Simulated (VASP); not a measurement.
**Ti6Si: single point with PBE**

System: Ti6Si, a slab with vacuum.

```
Ti Si
1.0
     2.83197    0.00000    0.00000
     0.00000    4.57935    0.00000
     0.00000    0.00000   22.05069
Ti Si
6 1
Cartesian
  1.4160 0.0000 4.0000
  0.0000 2.2897 5.3219
  1.4160 0.0000 6.6439
  1.4160 2.2897 7.9952
  0.0000 0.0000 9.2793
  1.4160 2.2897 10.5507
  2.8320 3.6635 12.0631
```

```yaml
Program: VASP 6.6.1
Task: single point
Functional: PBE
Potentials_or_basis: VASP PAW PBE potentials, release 64 (Ti_sv, Si)
Cutoff: 520 eV
k_mesh: 9 × 6 × 1
Occupations: gaussian, width 0.1 eV
Spin: no spin polarisation
```

* Largest force: 1.318 eV/Å
* Band gap on the k mesh: zero (bands 38 and 39 overlap by 0.18 eV)

Forces on the atoms (eV/Å):
```
Ti   0.000  0.011  0.387
Ti   0.000  0.010 -0.011
Ti   0.000  0.017 -0.458
Ti   0.000 -0.084  0.013
Ti   0.000 -0.426 -0.073
Ti   0.000 -0.846  0.132
Si   0.000  1.318  0.010
```

Levels at points of the mesh, in eV from the Fermi level:
```tsv
k point	band 36	band 37	band 38	band 39	band 40	band 41
(0.00, 0.00, 0.00)	-0.46	-0.18	-0.10	0.19	0.29	0.44
(0.00, 0.50, 0.00)	-0.27	-0.26	-0.10	0.14	0.28	0.36
```

It took 11 min on 1 thread of Intel(R) Xeon(R) Platinum 8488C (Sapphire Rapids), on a shared host, peak memory 0.45 GiB.
